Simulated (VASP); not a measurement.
# B (C2/c) in VASP: a series of runs, part 2 of 2

VASP 6.6.1. Earlier steps stand in the parts before.

## Step 3: Single point, PBE

This run uses another cell than the first one, of 8.38 Å³/atom.

Contents of INCAR:

```
SYSTEM = B
PREC     = Accurate       ! precision mode
ENCUT    = 520            ! plane-wave cutoff, eV
EDIFF    = 1E-6           ! SCF threshold, eV
ISMEAR   = 0              ! smearing method
SIGMA    = 0.1            ! smearing width, eV
LREAL    = .FALSE.        ! projectors in reciprocal space
LASPH    = .TRUE.         ! aspherical terms in the spheres
NELM     = 80             ! most SCF steps
ALGO     = Normal         ! electronic algorithm
ISIF     = 2              ! what is computed and relaxed
LWAVE    = .FALSE.        ! write WAVECAR
LCHARG   = .FALSE.        ! write CHGCAR
GGA      = PE             ! functional
NBANDS   = 30             ! bands
```

Contents of KPOINTS:

```
Automatic mesh
0
G
  4 4 4
  0 0 0
```

Contents of POSCAR:

```
B
1.0
    2.6596749427     -4.0538536748      0.1164722456
    2.6596749427      4.0538536748      0.1164722456
   -1.2273705331      0.0000000000      4.6113217008
B
12
Direct
    0.8609512022      0.4524776251      0.8527261853
    0.5475223749      0.1390487978      0.6472738147
    0.1390487978      0.5475223749      0.1472738147
    0.4524776251      0.8609512022      0.3527261853
    0.2198307915      0.4524112489      0.7997899915
    0.5475887511      0.7801692085      0.7002100085
    0.7801692085      0.5475887511      0.2002100085
    0.4524112489      0.2198307915      0.2997899915
    0.4591709977      0.2865231308      0.9584692771
    0.7134768692      0.5408290023      0.5415307229
    0.5408290023      0.7134768692      0.0415307229
    0.2865231308      0.4591709977      0.4584692771
```

Potentials or basis: VASP PAW PBE potentials, release 64 (B).

On the command line:

```console
> cat potpaw_PBE.64/B/POTCAR > POTCAR
> mpirun -np 1 vasp_std > vasp.out
```

OUTCAR:

```text
SYSTEM = B
   PREC = Accurate
   ENCUT = 520
   EDIFF = 1E-6
   ISMEAR = 0
   LREAL = .FALSE.
   LASPH = .TRUE.
   NELM = 80
   ISIF = 2
   GGA = PE

 ion  position               nearest neighbor table
   1  0.861  0.452  0.853-   3 1.71  10 1.74   2 1.74   5 1.79   7 1.80   9 1.94
   2  0.548  0.139  0.647-   4 1.71   9 1.74   1 1.74   6 1.79   8 1.80  10 1.94
   3  0.139  0.548  0.147-   1 1.71  12 1.74   4 1.74   7 1.79   5 1.80  11 1.94
   4  0.452  0.861  0.353-   2 1.71  11 1.74   3 1.74   8 1.79   6 1.80  12 1.94
   5  0.220  0.452  0.800-  12 1.70  11 1.74   1 1.79   3 1.80   9 1.80   6 1.90
   6  0.548  0.780  0.700-  11 1.70  12 1.74   2 1.79   4 1.80  10 1.80   5 1.90
   7  0.780  0.548  0.200-  10 1.70   9 1.74   3 1.79   1 1.80  11 1.80   8 1.90
   8  0.452  0.220  0.300-   9 1.70  10 1.74   4 1.79   2 1.80  12 1.80   7 1.90
   9  0.459  0.287  0.958-   8 1.70   7 1.74   2 1.74   5 1.80  11 1.93   1 1.94
  10  0.713  0.541  0.542-   7 1.70   8 1.74   1 1.74   6 1.80  12 1.93   2 1.94
  11  0.541  0.713  0.042-   6 1.70   5 1.74   4 1.74   7 1.80   9 1.93   3 1.94
  12  0.287  0.459  0.458-   5 1.70   6 1.74   3 1.74   8 1.80  10 1.93   4 1.94

  LATTYP: Found a base centered monoclinic cell.
 ALAT       =     5.3244479845
 B/A-ratio  =     1.5227320040
 C/A-ratio  =     0.8962183926
 COS(beta)  =    -0.2146853314

  Lattice vectors:

 A1 = (   2.6596749427,  -4.0538536748,   0.1164722456)
 A2 = (   2.6596749427,   4.0538536748,   0.1164722456)
 A3 = (  -1.2273705331,   0.0000000000,   4.6113217008)

Analysis of symmetry for initial positions (statically):
=====================================================================
 Subroutine PRICEL returns:
 Original cell was already a primitive cell.

 Routine SETGRP: Setting up the symmetry group for a
 base centered monoclinic supercell.

 Subroutine GETGRP returns: Found  4 space group operations
 (whereof  2 operations were pure point group operations)
 out of a pool of  4 trial point group operations.
[... 165 lines left out ...]
   LEPSILON=     F    determine dielectric tensor
   LRPA    =     F    only Hartree local field effects (RPA)
 non-spin polarized calculation
 Gauss-broadening in eV      SIGMA  =   0.10
  energy-cutoff  :      520.00
  volume of cell :      100.60
 maximum number of plane-waves:      2723
   NGX = 19   NGY = 19   NGZ = 17

 number of electron      36.0000000 magnetization

 Free energy of the ion-electron system (eV)
  ---------------------------------------------------
  ext. energy  EPLUGINS =         0.00000000
  ---------------------------------------------------
  free energy    TOTEN  =       -75.98954492 eV

  energy without entropy =      -75.98493590  energy(sigma->0) =      -75.98724041

 E-fermi :   4.6345     XC(G=0): -10.6856

 val. band max:        4.5440699920   @ k =   0.2500   0.2500   0.5000
 cond. band min:       4.6404204717   @ k =  -0.2500   0.2500   0.0000
 fundamental gap:      0.0963504797
 Fermi energy:         4.6345447979

 k-point     1 :       0.0000    0.0000    0.0000
  band No.  band energies     occupation
      1     -11.1583      2.00000
      2      -6.9310      2.00000
      3      -6.5877      2.00000
      4      -5.8200      2.00000
      5      -5.3013      2.00000
      6      -3.9855      2.00000
[... 781 lines left out ...]
     29      12.7274      0.00000
     30      12.7274      0.00000

------------------------ aborting loop because EDIFF is reached ----------------------------------------

  FORCE on cell =-STRESS in cart. coord.  units (eV):
  Direction    XX          YY          ZZ          XY          YZ          ZX
  --------------------------------------------------------------------------------------
  -------------------------------------------------------------------------------------
  Total       -0.0576835      0.0345464     -0.0005354      0.0000000      0.0000000      0.0265986
  in kB       -0.9187077      0.5502109     -0.0085273      0.0000000      0.0000000      0.4236279
  external PRESSURE =      -0.1256747 kB  Pullay stress =       0.0000000 kB

 VOLUME and BASIS-vectors are now :
 -----------------------------------------------------------------------------
  energy-cutoff  :      520.00
  volume of cell :      100.60
      direct lattice vectors                 reciprocal lattice vectors
     2.659674943 -4.053853675  0.116472246     0.185826926 -0.123339430  0.049460547
     2.659674943  4.053853675  0.116472246     0.185826926  0.123339430  0.049460547
    -1.227370533  0.000000000  4.611321701    -0.009387191  0.000000000  0.214359028

 POSITION                                       TOTAL-FORCE (eV/Angst)
 -----------------------------------------------------------------------------------
      2.44668     -1.65589      4.08517        -0.002665     -0.003567      0.007197
      1.03161     -1.65589      3.06475         0.002665     -0.003567     -0.007197
      1.64530      1.65589      0.75909         0.002665      0.003567     -0.007197
      3.06037      1.65589      1.77951        -0.002665      0.003567      0.007197
      0.80631      0.94285      3.76639        -0.013157      0.007036     -0.007046
      2.67199      0.94285      3.38354         0.013157      0.007036      0.007046
      3.28567     -0.94285      1.07788         0.013157     -0.007036      0.007046
      1.41999     -0.94285      1.46073        -0.013157     -0.007036     -0.007046
      0.80691     -0.69989      4.50666         0.002103     -0.012986     -0.002381
      2.67139     -0.69989      2.64326        -0.002103     -0.012986      0.002381
      3.28507      0.69989      0.33760        -0.002103      0.012986      0.002381
      1.42059      0.69989      2.20100         0.002103      0.012986     -0.002381
 -----------------------------------------------------------------------------------
    total drift:                                0.000000      0.000000     -0.000000

  FREE ENERGIE OF THE ION-ELECTRON SYSTEM (eV)
  ---------------------------------------------------
  free  energy   TOTEN  =       -75.9895449188 eV

  energy  without entropy=      -75.9849359001  energy(sigma->0) =      -75.98724041
```

OSZICAR:

```text
N       E                     dE             d eps       ncg     rms          rms(c)
DAV:   1     0.816981022170E+02    0.81698E+02   -0.16475E+04  1440   0.108E+03
DAV:   2    -0.730874020690E+02   -0.15479E+03   -0.14774E+03  1784   0.215E+02
DAV:   3    -0.797662304348E+02   -0.66788E+01   -0.65908E+01  1914   0.402E+01
DAV:   4    -0.798360392815E+02   -0.69809E-01   -0.69689E-01  1888   0.429E+00
DAV:   5    -0.798370893929E+02   -0.10501E-02   -0.10499E-02  1860   0.506E-01    0.103E+01
DAV:   6    -0.768494613418E+02    0.29876E+01   -0.28928E+00  1712   0.743E+00    0.583E+00
DAV:   7    -0.759843665555E+02    0.86509E+00   -0.21086E+00  1840   0.611E+00    0.153E+00
DAV:   8    -0.759845837869E+02   -0.21723E-03   -0.15461E-01  1820   0.192E+00    0.557E-01
DAV:   9    -0.759885043984E+02   -0.39206E-02   -0.12407E-02  1764   0.534E-01    0.142E-01
DAV:  10    -0.759893176055E+02   -0.81321E-03   -0.15217E-03  1846   0.185E-01    0.438E-02
DAV:  11    -0.759895196075E+02   -0.20200E-03   -0.38493E-04  1718   0.957E-02    0.156E-02
DAV:  12    -0.759895391757E+02   -0.19568E-04   -0.33831E-05  1908   0.282E-02    0.731E-03
DAV:  13    -0.759895446765E+02   -0.55008E-05   -0.77323E-06  1798   0.140E-02    0.174E-03
DAV:  14    -0.759895449188E+02   -0.24233E-06   -0.13457E-06  1282   0.570E-03
   1 F= -.75989545E+02 E0= -.75987240E+02  d E =-.460902E-02
```

stdout:

```text
POSCAR found type information on POSCAR B
 POSCAR found :  1 types and      12 ions
 scaLAPACK will be used
 LDA part: xc-table for (Slater+PW92), standard interpolation
 POSCAR, INCAR and KPOINTS ok, starting setup
 FFT: planning ... GRIDC
 FFT: planning ... GRID_SOFT
 FFT: planning ... GRID
 WAVECAR not read
 entering main loop
```

Wall time 58 s (1 thread of Intel Xeon Platinum 8259CL at 2.50GHz (Skylake/Cascade Lake), shared host); peak memory 0.21 GiB.

Results:

```yaml
Free_energy: -75.9895 eV
Pressure: 0.0 GPa
Largest_force: 0.017 eV/Å
Band_gap_on_the_k_mesh: zero (bands 18 and 19 overlap by 1.17 eV)
```

Forces in eV/Å, atoms in the order of the input:
```
B   -0.003 -0.004  0.007
B    0.003 -0.004 -0.007
B    0.003  0.004 -0.007
B   -0.003  0.004  0.007
B   -0.013  0.007 -0.007
B    0.013  0.007  0.007
B    0.013 -0.007  0.007
B   -0.013 -0.007 -0.007
B    0.002 -0.013 -0.002
B   -0.002 -0.013  0.002
B   -0.002  0.013  0.002
B    0.002  0.013 -0.002
```

Stress tensor (GPa, compression positive):
```
-0.09  0.00  0.04
 0.00  0.06  0.00
 0.04  0.00  0.00
```

Levels at points of the mesh, in eV from the Fermi level:
| k point | band 16 | band 17 | band 18 | band 19 | band 20 | band 21 |
| --- | --- | --- | --- | --- | --- | --- |
| (0.00, 0.00, 0.00) | -3.00 | -1.93 | 0.88 | 1.39 | 1.47 | 1.92 |
| (0.50, 0.00, 0.00) | -2.23 | -1.45 | 0.24 | 0.59 | 1.40 | 2.64 |
| (0.50, 0.50, 0.00) | -2.20 | -1.84 | -0.25 | 0.82 | 2.36 | 2.38 |
| (0.00, 0.00, 0.50) | -2.53 | -1.98 | -1.98 | 1.46 | 1.46 | 3.95 |
| (0.50, 0.00, 0.50) | -2.33 | -1.63 | -0.71 | 0.69 | 0.78 | 3.07 |
| (0.50, 0.50, 0.50) | -2.88 | -1.98 | -1.98 | 1.43 | 1.43 | 2.81 |
